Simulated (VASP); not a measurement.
Input of a VASP 6.6.1 run:

Contents of POSCAR:

```
B
1.0
    2.4495216045      1.4142319577      4.1710813794
   -2.4495216045      1.4142319577      4.1710813794
    0.0000000000     -2.8284639154      4.1710813794
B
12
Direct
    0.0098385657      0.6544402899      0.0098385657
    0.0098385657      0.0098385657      0.6544402899
    0.6544402899      0.0098385657      0.0098385657
    0.9901614343      0.3455597101      0.9901614343
    0.3455597101      0.9901614343      0.9901614343
    0.9901614343      0.9901614343      0.3455597101
    0.2204860271      0.6317957864      0.2204860271
    0.2204860271      0.2204860271      0.6317957864
    0.6317957864      0.2204860271      0.2204860271
    0.7795139729      0.3682042136      0.7795139729
    0.3682042136      0.7795139729      0.7795139729
    0.7795139729      0.7795139729      0.3682042136
```

File INCAR.step1:

```
SYSTEM = B
PREC     = Accurate       ! precision mode
ENCUT    = 520            ! plane-wave cutoff, eV
EDIFF    = 1E-5           ! SCF threshold, eV
ISMEAR   = -1             ! smearing method
SIGMA    = 0.1            ! smearing width, eV
LREAL    = .FALSE.        ! projectors in reciprocal space
LASPH    = .TRUE.         ! aspherical terms in the spheres
NELM     = 60             ! most SCF steps
ALGO     = Normal         ! electronic algorithm
ISIF     = 2              ! what is computed and relaxed
LWAVE    = .TRUE.         ! write WAVECAR
GGA      = PE             ! functional
NBANDS   = 30             ! bands
```

File INCAR.step2:

```
SYSTEM = B
PREC     = Accurate       ! precision mode
ENCUT    = 520            ! plane-wave cutoff, eV
EDIFF    = 1E-6           ! SCF threshold, eV
ISMEAR   = -1             ! smearing method
SIGMA    = 0.1            ! smearing width, eV
LREAL    = .FALSE.        ! projectors in reciprocal space
LASPH    = .TRUE.         ! aspherical terms in the spheres
NELM     = 60             ! most SCF steps
ALGO     = Normal         ! electronic algorithm
ISIF     = 2              ! what is computed and relaxed
LWAVE    = .FALSE.        ! write WAVECAR
LCHARG   = .TRUE.         ! write CHGCAR
METAGGA  = R2SCAN         ! meta-GGA
LHFCALC  = .TRUE.         ! exact exchange
AEXX     = 0.5            ! exact-exchange fraction
LMIXTAU  = .TRUE.       
PRECFOCK = Fast         
LELF     = .TRUE.         ! ELF
LVHAR    = .TRUE.       
ISTART   = 1            
NBANDS   = 30             ! bands
```

File KPOINTS:

```
regular mesh
0
G
  3 3 3
  0 0 0
```

Potentials or basis: VASP PAW PBE potentials, release 64 (B).

Run with:

```bash
$ cat potpaw_PBE.64/B/POTCAR > POTCAR
$ cp INCAR.step1 INCAR
$ mpirun -np 1 vasp_std > vasp.out
$ cp INCAR.step2 INCAR
$ mpirun -np 1 vasp_std > vasp.out
```

Q: What does it give for the largest force?

A: 0.205 eV/Å.

Q: Predict the pressure.

A: -5.4 GPa.

Stress tensor (GPa, compression positive):
```
-5.37  0.00  0.00
 0.00 -5.37  0.00
 0.00  0.00 -5.46
```

Caveat: the k points lie up to 0.52 Å⁻¹ apart; the PAW data sets were made with another functional, which shifts forces and pressure a little.
